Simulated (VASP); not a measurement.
# MnS (F-43m) in VASP: settings compared

Aim: see how the results for MnS move with the level of theory and the settings. Levels: PBEsol, RPBE+D3(BJ). Tasks: single point.

Everything below comes from runs of VASP 6.6.1. Logs are shortened: lines on timing, memory, paths and dates and some standing lists are left out, and cuts for length are marked.

## 1. The cell of the first run

The structure is cubic, space group F-43m (No. 216). Conventional cell: a = 4.912 Å, b = 4.912 Å, c = 4.912 Å, α = 90.00°, β = 90.00°, γ = 90.00°. Within 2.8 Å of Mn (site symmetry -43m) lie 4 S at 2.13 Å. Within 2.8 Å of S (site symmetry -43m) lie 4 Mn at 2.13 Å.

## 2. Single point, PBEsol, collinear spin, ferromagnetic start

The input, INCAR:

```
  ALGO = Normal
  EDIFF = 1E-6
  ENCUT = 520
  GGA = PS
  ISIF = 2
  ISMEAR = -1
  ISPIN = 2
  LASPH = T
  LCHARG = F
  LMAXMIX = 4
  LORBIT = 11
  LREAL = F
  LWAVE = F
  MAGMOM = 4 0
  NBANDS = 20
  NELM = 150
  PREC = Accurate
  SIGMA = 0.05
```

The input, KPOINTS:

```
k-points
0
Gamma
  9 9 9
```

The input, POSCAR:

```
MnS
1.0
    0.0000000000      2.4560775098      2.4560775098
    2.4560775098      0.0000000000      2.4560775098
    2.4560775098      2.4560775098      0.0000000000
Mn S
1 1
Direct
    0.0000000000      0.0000000000      0.0000000000
    0.7500000000      0.7500000000      0.7500000000
```

Potentials or basis: VASP PAW PBE potentials, release 64 (Mn_pv, S).

Command:

```
$ cat potpaw_PBE.64/Mn_pv/POTCAR potpaw_PBE.64/S/POTCAR > POTCAR
$ mpirun -np 1 vasp_std > vasp.out
```

OUTCAR:

```text
EDIFF = 1E-6
   ENCUT = 520
   GGA = PS
   ISIF = 2
   ISMEAR = -1
   ISPIN = 2
   LASPH = T
   LORBIT = 11
   LREAL = F
   NELM = 150
   PREC = Accurate

 ion  position               nearest neighbor table
   1  0.000  0.000  0.000-   2 2.13   2 2.13   2 2.13   2 2.13
   2  0.750  0.750  0.750-   1 2.13   1 2.13   1 2.13   1 2.13

  LATTYP: Found a face centered cubic cell.
 ALAT       =     4.9121550196

  Lattice vectors:

 A1 = (   0.0000000000,   2.4560775098,   2.4560775098)
 A2 = (   2.4560775098,   0.0000000000,   2.4560775098)
 A3 = (   2.4560775098,   2.4560775098,   0.0000000000)

Analysis of symmetry for initial positions (statically):
=====================================================================
 Subroutine PRICEL returns:
 Original cell was already a primitive cell.

 Routine SETGRP: Setting up the symmetry group for a
 face centered cubic supercell.

 Subroutine GETGRP returns: Found 24 space group operations
 (whereof 24 operations were pure point group operations)
 out of a pool of 48 trial point group operations.

The static configuration has the point symmetry T_d .

Analysis of symmetry for dynamics (positions and initial velocities):
=====================================================================
 Subroutine PRICEL returns:
 Original cell was already a primitive cell.

 Routine SETGRP: Setting up the symmetry group for a
 face centered cubic supercell.

 Subroutine GETGRP returns: Found 24 space group operations
 (whereof 24 operations were pure point group operations)
 out of a pool of 48 trial point group operations.

The dynamic configuration has the point symmetry T_d .

Analysis of structural, dynamic, and magnetic symmetry:
=====================================================================
 Subroutine PRICEL returns:
 Original cell was already a primitive cell.

 Routine SETGRP: Setting up the symmetry group for a
 face centered cubic supercell.

 Subroutine GETGRP returns: Found 24 space group operations
 (whereof 24 operations were pure point group operations)
 out of a pool of 48 trial point group operations.

The overall configuration has the point symmetry T_d .

 Subroutine INISYM returns: Found 24 space group operations
 (whereof 24 operations are pure point group operations),
 and found     1 'primitive' translations

----------------------------------------------------------------------------------------

                                     Primitive cell

  volume of cell :      29.6317

  direct lattice vectors                    reciprocal lattice vectors
     0.000000000  2.456077510  2.456077510    -0.203576637  0.203576637  0.203576637
     2.456077510  0.000000000  2.456077510     0.203576637 -0.203576637  0.203576637
     2.456077510  2.456077510  0.000000000     0.203576637  0.203576637 -0.203576637

  length of vectors
     3.473418125  3.473418125  3.473418125     0.352605079  0.352605079  0.352605079

  position of ions in fractional coordinates (direct lattice)
     0.000000000  0.000000000  0.000000000
     0.750000000  0.750000000  0.750000000

  ion indices of the primitive-cell ions
   primitive index   ion index
                 1           1
                 2           2

----------------------------------------------------------------------------------------

 KPOINTS: k-points

Automatic generation of k-mesh.
 Grid dimensions read from file:
 generate k-points for:    9    9    9

 Generating k-lattice:

  Cartesian coordinates                     Fractional coordinates (reciprocal lattice)
    -0.022619626  0.022619626  0.022619626     0.111111111  0.000000000  0.000000000
     0.022619626 -0.022619626  0.022619626     0.000000000  0.111111111  0.000000000
     0.022619626  0.022619626 -0.022619626     0.000000000  0.000000000  0.111111111

  Length of vectors
     0.039178342  0.039178342  0.039178342

  Shift w.r.t. Gamma in fractional coordinates (k-lattice)
     0.000000000  0.000000000  0.000000000

 Subroutine IBZKPT returns following result:
 ===========================================

 Found     35 irreducible k-points:

 Following reciprocal coordinates:
            Coordinates               Weight
  0.000000  0.000000  0.000000      1.000000
  0.111111  0.000000  0.000000      8.000000
  0.222222  0.000000  0.000000      8.000000
  0.333333  0.000000  0.000000      8.000000
  0.444444  0.000000  0.000000      8.000000
  0.111111  0.111111  0.000000      6.000000
[... 16 lines left out ...]
 -0.333333  0.333333  0.000000     12.000000
  0.444444  0.444444  0.000000      6.000000
 [... further k-points ...]
   k-points           NKPTS =     35   k-points in BZ     NKDIM =     35   number of bands    NBANDS=     20
   number of dos      NEDOS =    301   number of ions     NIONS =      2
   total plane-waves  NPLWV =  21952
   dimension x,y,z NGX =    28 NGY =   28 NGZ =   28
   dimension x,y,z NGXF=    56 NGYF=   56 NGZF=   56
   ions per type =               1   1
   NGX,Y,Z   is equivalent  to a cutoff of  13.40, 13.40, 13.40 a.u.
   NGXF,Y,Z  is equivalent  to a cutoff of  26.80, 26.80, 26.80 a.u.
 SYSTEM =  unknown system
   PREC   = accura    normal or accurate (medium, high low for compatibility)
   ISTART =      0    job   : 0-new  1-cont  2-samecut
   ICHARG =      2    charge: 1-file 2-atom 10-const
   ISPIN  =      2    spin polarized calculation?
   LNONCOLLINEAR =      F non collinear calculations
   LSORBIT =      F    spin-orbit coupling
   LASPH  =      T    aspherical Exc in radial PAW
   ENCUT  =  520.0 eV  38.22 Ry    6.18 a.u.   6.46  6.46  6.46*2*pi/ulx,y,z
   NELM   =    150;   NELMIN=  2; NELMDL= -5     # of ELM steps
   EDIFF  = 0.1E-05   stopping-criterion for ELM
   LREAL  =      F    real-space projection
   EDIFFG = 0.1E-04   stopping-criterion for IOM
   NSW    =      0    number of steps for IOM
   IBRION =     -1    ionic relax: 0-MD 1-quasi-New 2-CG
   NFREE  =      0    steps in history (QN), initial steepest desc. (CG)
   ISIF   =      2    stress and relaxation
   ISYM   =      2    0-nonsym 1-usesym 2-fastsym
   POTIM  = 0.5000    time-step for ionic-motion
   TEBEG  =    0.0;   TEEND  =   0.0 temperature during run
   PSTRESS=    0.0 pullay stress
   NELECT =      19.0000    total number of electrons
   NUPDOWN=      -1.0000    fix difference up-down
   EMIN   =  10.00;   EMAX   =-10.00  energy-range for DOS
   EFERMI =   0.00;   METHOD = LEGACY
   ISMEAR =    -1;   SIGMA  =   0.05  broadening in eV -4-tet -1-fermi 0-gaus
   EFERMI_NEDOS =   21; number of points for ismear=-14 and -15
   IALGO  =     38    algorithm
   IMIX   =      4    mixing-type and parameters
     AMIX     =   0.40;   BMIX     =  1.00
     AMIX_MAG =   1.60;   BMIX_MAG =  1.00
  volume/ion in A,a.u.               =      14.82        99.98
  Fermi-wavevector in a.u.,A,eV,Ry     =   1.411694  2.667715 27.114786  1.992881
  Thomas-Fermi vector in A             =   2.533519
   LORBIT       =     11    0 simple, 1 ext, 2 COOP (PROOUT), +10 PAW based schemes
   GGA     = PS    functional components
   LHFCALC =     F    Hartree Fock is set to
   AEXX    =    0.0000 exact exchange contribution
   IVDW    =     0    specifies the selected vdW correction
   LEPSILON=     F    determine dielectric tensor
   LRPA    =     F    only Hartree local field effects (RPA)
 spin polarized calculation
  energy-cutoff  :      520.00
  volume of cell :       29.63
 maximum number of plane-waves:       821
 NGX is ok and might be reduce to    28
   NGX = 13   NGY = 13   NGZ = 13

 number of electron      18.9999990 magnetization       0.2044591

 Free energy of the ion-electron system (eV)
  ---------------------------------------------------
  ext. energy  EPLUGINS =         0.00000000
  ---------------------------------------------------
  free energy    TOTEN  =       -14.77896291 eV

  energy without entropy =      -14.75902491  energy(sigma->0) =      -14.76899391

 E-fermi :   7.5411     XC(G=0): -11.5325

 val. band max:        7.5347215793   @ k =  -0.3333   0.3333   0.0000
 cond. band min:       7.5499950019   @ k =  -0.3333   0.1111   0.0000
 fundamental gap:      0.0152734227
 Fermi energy:         7.5411033510

 spin component 1

 k-point     1 :       0.0000    0.0000    0.0000
  band No.  band energies     occupation
      1     -40.1072      1.00000
      2     -40.1072      1.00000
      3     -40.1072      1.00000
      4      -7.8454      1.00000
      5       2.7509      1.00000
      6       2.7509      1.00000
[... 12 lines left out ...]
     19      23.2027      0.00000
     20      23.8217      0.00000

 k-point     2 :       0.1111    0.0000    0.0000
  band No.  band energies     occupation
      1     -40.1106      1.00000
      2     -40.1077      1.00000
      3     -40.1077      1.00000
      4      -7.7109      1.00000
      5       2.4997      1.00000
      6       2.7966      1.00000
[... 498 lines left out ...]
 k-point    24 :       0.4444    0.4444    0.0000
  band No.  band energies     occupation
      1     -40.1351      1.00000
      2     -40.1177      1.00000
      3     -40.1177      1.00000
      4      -6.1053      1.00000
      5       0.7460      1.00000
      6       3.4273      1.00000
[... 12 lines left out ...]
     19      24.9110      0.00000
     20      24.9110      0.00000

 [... further k-points ...]

 spin component 2

 k-point     1 :       0.0000    0.0000    0.0000
  band No.  band energies     occupation
      1     -39.9134      1.00000
      2     -39.9134      1.00000
      3     -39.9134      1.00000
      4      -7.8359      1.00000
      5       2.8017      1.00000
      6       2.8017      1.00000
[... 12 lines left out ...]
     19      23.2065      0.00000
     20      23.8532      0.00000

 k-point     2 :       0.1111    0.0000    0.0000
  band No.  band energies     occupation
      1     -39.9168      1.00000
      2     -39.9139      1.00000
      3     -39.9139      1.00000
      4      -7.7016      1.00000
      5       2.5460      1.00000
      6       2.8473      1.00000
[... 498 lines left out ...]
 k-point    24 :       0.4444    0.4444    0.0000
  band No.  band energies     occupation
      1     -39.9417      1.00000
      2     -39.9240      1.00000
      3     -39.9240      1.00000
      4      -6.0994      1.00000
      5       0.7841      1.00000
      6       3.4569      1.00000
[... 12 lines left out ...]
     19      24.9375      0.00000
     20      24.9375      0.00000

 [... further k-points ...]
[... 5 lines left out ...]
  --------------------------------------------------------------------------------------
  -------------------------------------------------------------------------------------
  Total        0.0448434      0.0448434      0.0448434      0.0000000      0.0000000      0.0000000
  in kB        2.4246737      2.4246737      2.4246737      0.0000000      0.0000000      0.0000000
  external PRESSURE =       2.4246737 kB  Pullay stress =       0.0000000 kB

 VOLUME and BASIS-vectors are now :
 -----------------------------------------------------------------------------
  energy-cutoff  :      520.00
  volume of cell :       29.63
      direct lattice vectors                 reciprocal lattice vectors
     0.000000000  2.456077510  2.456077510    -0.203576637  0.203576637  0.203576637
     2.456077510  0.000000000  2.456077510     0.203576637 -0.203576637  0.203576637
     2.456077510  2.456077510  0.000000000     0.203576637  0.203576637 -0.203576637

 POSITION                                       TOTAL-FORCE (eV/Angst)
 -----------------------------------------------------------------------------------
      0.00000      0.00000      0.00000        -0.000000     -0.000000      0.000000
      3.68412      3.68412      3.68412         0.000000      0.000000     -0.000000
 -----------------------------------------------------------------------------------
    total drift:                               -0.000001     -0.000001     -0.000001

  FREE ENERGIE OF THE ION-ELECTRON SYSTEM (eV)
  ---------------------------------------------------
  free  energy   TOTEN  =       -14.7789629110 eV

  energy  without entropy=      -14.7590249080  energy(sigma->0) =      -14.76899391

 total charge

# of ion       s       p       d       tot
------------------------------------------
    1        0.365   6.328   5.396  12.089
    2        1.317   2.411   0.000   3.728
--------------------------------------------------
tot          1.681   8.739   5.396  15.816

 magnetization (x)

# of ion       s       p       d       tot
------------------------------------------
    1        0.007   0.003   0.188   0.198
    2       -0.001  -0.004   0.000  -0.005
--------------------------------------------------
tot          0.006  -0.001   0.188   0.193
```

Wall time 27 s (1 thread of Intel Xeon 6975P-C (Granite Rapids), shared host); peak memory 0.18 GiB.

What came out:

```
Free energy                                           : -14.7790 eV
Pressure                                              : 0.2 GPa
Net moment                                            : 0.20 μB per cell
Site moments                                          : Mn +0.20; S -0.01 μB
Valence electrons inside the program's atomic spheres : Mn 12.09; S 3.73
```

Levels at points of the mesh, in eV from the Fermi level:
Spin up:
```
           k point  band 8  band 9  band 10  band 11  band 12  band 13
(0.00, 0.00, 0.00)   -0.88   -0.88     3.79     3.79     3.79     3.82
```
Spin down:
| k point | band 5 | band 6 | band 7 | band 8 | band 9 | band 10 | band 11 | band 12 | band 13 | band 14 |
| --- | --- | --- | --- | --- | --- | --- | --- | --- | --- | --- |
| (0.00, 0.00, 0.00) | -4.74 | -4.74 | -4.74 | -0.66 | -0.66 | 3.84 | 3.87 | 3.87 | 3.87 | 8.01 |

Caveat: the PAW data sets were made with another functional, which shifts forces and pressure a little; the moment fell far below its start of 4 μB, so a state of higher moment may lie lower in energy; semilocal functionals often make such compounds metallic where correlation or magnetic order opens a gap, which also shifts bond lengths. With open d or f shells a metallic result of PBEsol can be an artefact of self-interaction; +U or a hybrid may open a gap.

## 3. Single point, RPBE+D3(BJ), collinear spin, ferromagnetic start

The input, INCAR:

```
SYSTEM = MnS
ALGO = Normal ; EDIFF = 1E-6
ENCUT = 520 ; GGA = RP
ISIF = 2 ; ISMEAR = -1
ISPIN = 2 ; IVDW = 12
LASPH = .TRUE. ; LCHARG = .TRUE.
LELF = .TRUE. ; LMAXMIX = 4
LORBIT = 11 ; LREAL = .FALSE.
LVHAR = .TRUE. ; LWAVE = .FALSE.
MAGMOM = 4 0 ; NBANDS = 20
NELM = 150 ; PREC = Accurate
SIGMA = 0.05
```

The input, KPOINTS:

```
k-points
0
G
  9 9 9
  0 0 0
```

The input, POSCAR:

```
MnS
1.0
    0.0000000000      2.4568624933      2.4568624933
    2.4568624933      0.0000000000      2.4568624933
    2.4568624933      2.4568624933      0.0000000000
Mn S
1 1
Direct
    0.0000000000      0.0000000000      0.0000000000
    0.7500000000      0.7500000000      0.7500000000
```

Potentials or basis: VASP PAW PBE potentials, release 64 (Mn_pv, S).

Command:

```
$ cat potpaw_PBE.64/Mn_pv/POTCAR potpaw_PBE.64/S/POTCAR > POTCAR
$ mpirun -np 1 vasp_std > vasp.out
```

OUTCAR:

```text
SYSTEM = MnS
   EDIFF = 1E-6
   ENCUT = 520
   GGA = RP
   ISIF = 2
   ISMEAR = -1
   ISPIN = 2
   IVDW = 12
   LASPH = .TRUE.
   LORBIT = 11
   LREAL = .FALSE.
   NELM = 150
   PREC = Accurate
 IVDW          = 12

 ion  position               nearest neighbor table
   1  0.000  0.000  0.000-   2 2.13   2 2.13   2 2.13   2 2.13
   2  0.750  0.750  0.750-   1 2.13   1 2.13   1 2.13   1 2.13

  LATTYP: Found a face centered cubic cell.
 ALAT       =     4.9137249866

  Lattice vectors:

 A1 = (   0.0000000000,   2.4568624933,   2.4568624933)
 A2 = (   2.4568624933,   0.0000000000,   2.4568624933)
 A3 = (   2.4568624933,   2.4568624933,   0.0000000000)

[... 1323 lines left out ...]
 VOLUME and BASIS-vectors are now :
 -----------------------------------------------------------------------------
  energy-cutoff  :      520.00
  volume of cell :       29.66
      direct lattice vectors                 reciprocal lattice vectors
     0.000000000  2.456862493  2.456862493    -0.203511593  0.203511593  0.203511593
     2.456862493  0.000000000  2.456862493     0.203511593 -0.203511593  0.203511593
     2.456862493  2.456862493  0.000000000     0.203511593  0.203511593 -0.203511593

 POSITION                                       TOTAL-FORCE (eV/Angst)
 -----------------------------------------------------------------------------------
      0.00000      0.00000      0.00000         0.000000      0.000000      0.000000
      3.68529      3.68529      3.68529        -0.000000     -0.000000     -0.000000
 -----------------------------------------------------------------------------------
    total drift:                               -0.000001     -0.000001     -0.000001

  FREE ENERGIE OF THE ION-ELECTRON SYSTEM (eV)
  ---------------------------------------------------
  free  energy   TOTEN  =       -16.7440961173 eV

  energy  without entropy=      -16.7245704962  energy(sigma->0) =      -16.73433331

 total charge

# of ion       s       p       d       tot
------------------------------------------
    1        0.359   6.324   5.382  12.065
    2        1.326   2.446   0.000   3.772
--------------------------------------------------
tot          1.685   8.770   5.382  15.837

 magnetization (x)

# of ion       s       p       d       tot
------------------------------------------
    1        0.007   0.004   0.178   0.189
    2       -0.001  -0.003   0.000  -0.004
--------------------------------------------------
tot          0.006   0.000   0.178   0.184
```

OSZICAR:

```text
N       E                     dE             d eps       ncg     rms          rms(c)
DAV:   1     0.165400343333E+03    0.16540E+03   -0.10217E+04  2800   0.103E+03
DAV:   2    -0.512889684321E+01   -0.17053E+03   -0.16146E+03  2936   0.303E+02
DAV:   3    -0.134005043705E+02   -0.82716E+01   -0.81713E+01  3200   0.723E+01
DAV:   4    -0.134947531923E+02   -0.94249E-01   -0.94173E-01  3180   0.787E+00
[... 16 lines left out ...]
DAV:  21    -0.127353742177E+02   -0.11310E-06   -0.52512E-05  3212   0.337E-02    0.157E-02
DAV:  22    -0.127353798822E+02   -0.56645E-05   -0.71977E-05  2992   0.585E-02    0.155E-02
DAV:  23    -0.127353797753E+02    0.10694E-06   -0.26624E-05  2976   0.432E-02    0.104E-02
DAV:  24    -0.127353828823E+02   -0.31071E-05   -0.15182E-05  2540   0.243E-02    0.333E-03
DAV:  25    -0.127353831337E+02   -0.25137E-06   -0.12806E-06  1496   0.739E-03
   1 F= -.16744096E+02 E0= -.16734333E+02  d E =-.195256E-01  mag=     0.1951
```

stdout:

```text
POSCAR found type information on POSCAR MnS
 POSCAR found :  2 types and       2 ions
 scaLAPACK will be used
 -----------------------------------------------------------------------------
|                                                                             |
|                                                                             |
|     You enforced a specific xc type in the INCAR file but a different       |
|     I HOPE YOU KNOW WHAT YOU ARE DOING!                                     |
|                                                                             |
 -----------------------------------------------------------------------------

 LDA part: xc-table for (Slater+PW92), standard interpolation
 POSCAR, INCAR and KPOINTS ok, starting setup
 FFT: planning ... GRIDC
 FFT: planning ... GRID_SOFT
 FFT: planning ... GRID
 WAVECAR not read
 entering main loop
```

Wall time 42 s (1 thread of Intel Xeon 6975P-C (Granite Rapids), shared host); peak memory 0.19 GiB.

What came out:

```yaml
Free_energy: -16.7441 eV
Pressure: -16.5 GPa
Net_moment: 0.20 μB per cell
Site_moments: Mn +0.19; S -0.00 μB
Valence_electrons_inside_the_program's_atomic_spheres: Mn 12.06; S 3.77
Dispersion_energy_per_atom: -2.004 eV
```

Caveat: the PAW data sets were made with another functional, which shifts forces and pressure a little; the moment fell far below its start of 4 μB, so a state of higher moment may lie lower in energy; semilocal functionals often make such compounds metallic where correlation or magnetic order opens a gap, which also shifts bond lengths; pairwise dispersion overbinds metals, which lowers pressure and volume.
